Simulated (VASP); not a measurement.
## Sb: single point with PBE

Sb, a slab with vacuum:

```xyz
4
Lattice="3.3881 0.0000 0.0000 0.0000 3.3881 0.0000 0.0000 0.0000 23.1871" Properties=species:S:1:pos:R:3 pbc="T T T"
Sb    0.8470    0.8470    8.0000
Sb    2.5410    2.5410   10.3957
Sb    0.8470    0.8470   12.7914
Sb    2.5410    2.5410   15.1871
```

```json
{
 "Program": "VASP 6.6.1",
 "Task": "single point",
 "Functional": "PBE",
 "Potentials or basis": "VASP PAW PBE potentials, release 64 (Sb)",
 "Cutoff": "520 eV",
 "k mesh": "10 × 10 × 1",
 "Occupations": "fermi-dirac, width 0.05 eV",
 "Spin": "no spin polarisation"
}
```

```json
{"Largest force": "0.291 eV/Å", "Band gap on the k mesh": "zero (band 10 reaches 2.66 eV, above the bottom of band 11 at -0.51 eV)"}
```

Forces in eV/Å, atoms in the order of the input:
```
Sb   0.000  0.000  0.202
Sb   0.000  0.000 -0.291
Sb   0.000  0.000  0.291
Sb   0.000  0.000 -0.202
```

Levels at points of the mesh, in eV from the Fermi level:
```csv
k point,band 6,band 7,band 8,band 9,band 10,band 11,band 12,band 13,band 14,band 15
"(0.00, 0.00, 0.00)",-1.61,0.74,0.74,0.92,1.81,1.81,3.14,3.24,3.24,3.93
"(0.50, 0.00, 0.00)",-4.93,-3.27,-3.27,-0.37,-0.37,1.96,1.96,3.39,3.39,3.94
"(0.50, 0.50, 0.00)",-4.43,-3.33,-3.33,-1.84,-1.84,-0.86,-0.86,-0.31,-0.31,0.46
```

Wall time 4.6 min on 1 thread of AMD EPYC 7R13 (shared host), peak memory 0.37 GiB.

Caveat: spin-orbit coupling is left out, which moves the levels of the heavy elements.
